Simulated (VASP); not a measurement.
# Br (Cmmm) in VASP: a series of runs, part 2 of 2

VASP 6.6.1. Earlier steps stand in the parts before.

### 3 Relaxation of cell and atoms, PBE

Input file INCAR:

```
ALGO = Fast
EDIFF = 1E-7
EDIFFG = -0.04
ENCUT = 600
GGA = PE
IBRION = 2
ISIF = 3
ISMEAR = 0
LASPH = T
LCHARG = F
LREAL = F
LWAVE = F
NELM = 60
NSW = 90
PREC = Accurate
SIGMA = 0.1
```

Input file KPOINTS:

```
k-points
0
Gamma
  4 4 6
```

Input file POSCAR:

```
Br
1.0
    2.5800533700     -5.5027186700      0.0000000000
    2.5800533700      5.5027186700      0.0000000000
    0.0000000000      0.0000000000      3.6670939700
Br
6
Direct
    0.1019200500      0.3216338200      0.5000000000
    0.8980799500      0.6783661800      0.5000000000
    0.3216338200      0.1019200500      0.5000000000
    0.6783661800      0.8980799500      0.5000000000
    0.0000000000      0.5000000000      0.0000000000
    0.5000000000      0.0000000000      0.0000000000
```

Potentials or basis: VASP PAW PBE potentials, release 64 (Br).

Command:

```sh
> cat potpaw_PBE.64/Br/POTCAR > POTCAR
> mpirun -np 1 vasp_std > vasp.out
```

OUTCAR:

```text
EDIFF = 1E-7
   EDIFFG = -0.04
   ENCUT = 600
   GGA = PE
   IBRION = 2
   ISIF = 3
   ISMEAR = 0
   LASPH = T
   LREAL = F
   NELM = 60
   NSW = 90
   PREC = Accurate

 ion  position               nearest neighbor table
   1  0.102  0.322  0.500-   4 2.19   5 2.40   5 2.40   3 2.42
   2  0.898  0.678  0.500-   3 2.19   5 2.40   5 2.40   4 2.42
   3  0.322  0.102  0.500-   2 2.19   6 2.40   6 2.40   1 2.42
   4  0.678  0.898  0.500-   1 2.19   6 2.40   6 2.40   2 2.42
   5  0.000  0.500  0.000-   1 2.40   2 2.40   1 2.40   2 2.40   6 2.58   6 2.58
   6  0.500  0.000  0.000-   3 2.40   4 2.40   3 2.40   4 2.40   5 2.58   5 2.58

  LATTYP: Found a base centered orthorhombic cell.
 ALAT       =     5.1601067400
 B/A-ratio  =     2.1327925748
 C/A-ratio  =     0.7106624252

  Lattice vectors:

 A1 = (   2.5800533700,  -5.5027186700,   0.0000000000)
 A2 = (   2.5800533700,   5.5027186700,   0.0000000000)
 A3 = (   0.0000000000,   0.0000000000,   3.6670939700)

[... 188 lines left out ...]

 val. band max:        8.8052993778   @ k =   0.2500  -0.0000   0.5000
 cond. band min:       8.9402491606   @ k =   0.5000   0.5000   0.3333
 fundamental gap:      0.1349497827
 Fermi energy:         8.9294793392
[... 1467 lines left out ...]
     24       1.7708      0.00000
     25       6.9302      0.00000

 [... further k-points ...]

[... ionic steps 4 to 17 ...]

--------------------------------------- Ionic step       18  -------------------------------------------

 number of electron      42.0000000 magnetization

------------------------ aborting loop because EDIFF is reached ----------------------------------------
[... 75 lines left out ...]
--------------------------------------- Ionic step       20  -------------------------------------------

 number of electron      42.0000012 magnetization

 Free energy of the ion-electron system (eV)
  ---------------------------------------------------
  ext. energy  EPLUGINS =         0.00000000
  ---------------------------------------------------
  free energy    TOTEN  =        -8.69988619 eV

  energy without entropy =       -8.67985821  energy(sigma->0) =       -8.68987220

 E-fermi :  -0.8917     XC(G=0):  -7.0972

 val. band max:       -0.8969355176   @ k =   0.5000   0.2500   0.1667
 cond. band min:      -0.8628092672   @ k =   0.2500  -0.0000   0.1667
 fundamental gap:      0.0341262504
 Fermi energy:        -0.8917359732
[... 705 lines left out ...]
  FREE ENERGIE OF THE ION-ELECTRON SYSTEM (eV)
  ---------------------------------------------------
  free  energy   TOTEN  =        -8.6998861928 eV

  energy  without entropy=       -8.6798582148  energy(sigma->0) =       -8.68987220

 reached required accuracy - stopping structural energy minimisation
```

OSZICAR:

```text
N       E                     dE             d eps       ncg     rms          rms(c)
DAV:   1     0.351694220971E+03    0.35169E+03   -0.22125E+04  1400   0.172E+03
DAV:   2     0.363820268229E+02   -0.31531E+03   -0.31024E+03  1880   0.285E+02
DAV:   3     0.932707465105E+01   -0.27055E+02   -0.26424E+02  1826   0.872E+01
[... 278 lines left out ...]
RMM:   6    -0.869987937665E+01   -0.14390E-04   -0.20089E-04  1432   0.838E-02    0.134E-02
RMM:   7    -0.869988593912E+01   -0.65625E-05   -0.52242E-05  1437   0.402E-02    0.680E-03
RMM:   8    -0.869988592157E+01    0.17546E-07   -0.11403E-05  1432   0.191E-02    0.470E-03
RMM:   9    -0.869988617558E+01   -0.25401E-06   -0.39102E-06  1401   0.112E-02    0.197E-03
RMM:  10    -0.869988619282E+01   -0.17246E-07   -0.77185E-07  1123   0.505E-03
  20 F= -.86998862E+01 E0= -.86898722E+01  d E =-.436973E-02
```

CONTCAR:

```text
Br
   1.00000000000000
     4.3508878363723937   -6.9667122899913645    0.0000000000000000
     4.3508878363723937    6.9667122899913645    0.0000000000000000
     0.0000000000000000    0.0000000000000000    3.9051316372491987
  Br
     6
Direct
     0.1615827497750261    0.3349979207636698    0.5000000000000000
     0.8384172502249740    0.6650020792363299    0.5000000000000000
     0.3349979207636698    0.1615827497750261    0.5000000000000000
     0.6650020792363299    0.8384172502249740    0.5000000000000000
     0.0000000000000000    0.5000000000000000    0.0000000000000000
     0.5000000000000000    0.0000000000000000    0.0000000000000000

  0.00000000E+00  0.00000000E+00  0.00000000E+00
  0.00000000E+00  0.00000000E+00  0.00000000E+00
  0.00000000E+00  0.00000000E+00  0.00000000E+00
  0.00000000E+00  0.00000000E+00  0.00000000E+00
  0.00000000E+00  0.00000000E+00  0.00000000E+00
  0.00000000E+00  0.00000000E+00  0.00000000E+00
```

It took 47 min on 1 thread of Oxide Virtual Turin-like, shared host; peak memory 0.27 GiB.

Results:

* Free energy: -8.6999 eV
* Relaxed volume: 39.46 Å³/atom
* Relaxed cell: a = 8.214 Å, b = 8.214 Å, c = 3.905 Å, α = 90.00°, β = 90.00°, γ = 116.03°
* Space group after relaxing (to 0.1 Å): Pmmm (No. 47)
* Energy gained by relaxing: 2938.6 meV/atom
* Ionic steps: 20
* Pressure after relaxing: 0.0 GPa
* Largest force after relaxing: 0.006 eV/Å
* Band gap on the k mesh: zero (bands 21 and 22 overlap by 0.60 eV)

Forces in eV/Å, atoms in the order of the input:
```
Br   0.006  0.001  0.000
Br  -0.006 -0.001  0.000
Br   0.006 -0.001  0.000
Br  -0.006  0.001  0.000
Br   0.000  0.000  0.000
Br   0.000  0.000  0.000
```

Step by step:
```tsv
step	energy change (eV)	largest force (eV/Å)	pressure (GPa)	volume (Å³)
1	0.0000	6.9869	86.96	104.13
2	-14.2209	0.3401	-3.03	320.03
3	-16.1231	0.6136	0.69	196.11
4	-16.1020	0.5766	-1.11	211.78
5	-16.1369	0.5984	-0.17	202.64
6	-16.1360	0.6045	0.12	200.23
7	-16.4622	0.6123	0.22	200.55
8	-16.8934	0.6120	1.03	200.40
9	-16.8839	0.1967	5.88	197.90
10	-17.0895	0.4483	2.70	199.57
11	-17.3291	0.4525	1.54	211.72
12	-17.5846	0.0361	-0.02	242.05
13	-17.5881	0.0453	-0.13	246.14
14	-17.5998	0.0410	-0.24	245.74
15	-17.6125	0.1797	-0.46	244.77
16	-17.6197	0.1298	-0.31	243.22
17	-17.6273	0.0147	0.04	239.84
18	-17.6274	0.0092	0.10	239.30
19	-17.6294	0.0081	0.08	238.67
20	-17.6318	0.0064	0.02	236.74
```

Final structure:
```
Br
1.0
     4.35089   -6.96671    0.00000
     4.35089    6.96671    0.00000
     0.00000    0.00000    3.90513
Br
6
Direct
  0.16158 0.33500 0.50000
  0.83842 0.66500 0.50000
  0.33500 0.16158 0.50000
  0.66500 0.83842 0.50000
  0.00000 0.50000 0.00000
  0.50000 0.00000 0.00000
```

Caveat: the volume moved by over 15 % at a fixed basis, so the end points are rough.

The gap in the log of VASP goes by the Fermi energy; the results here count the filled bands.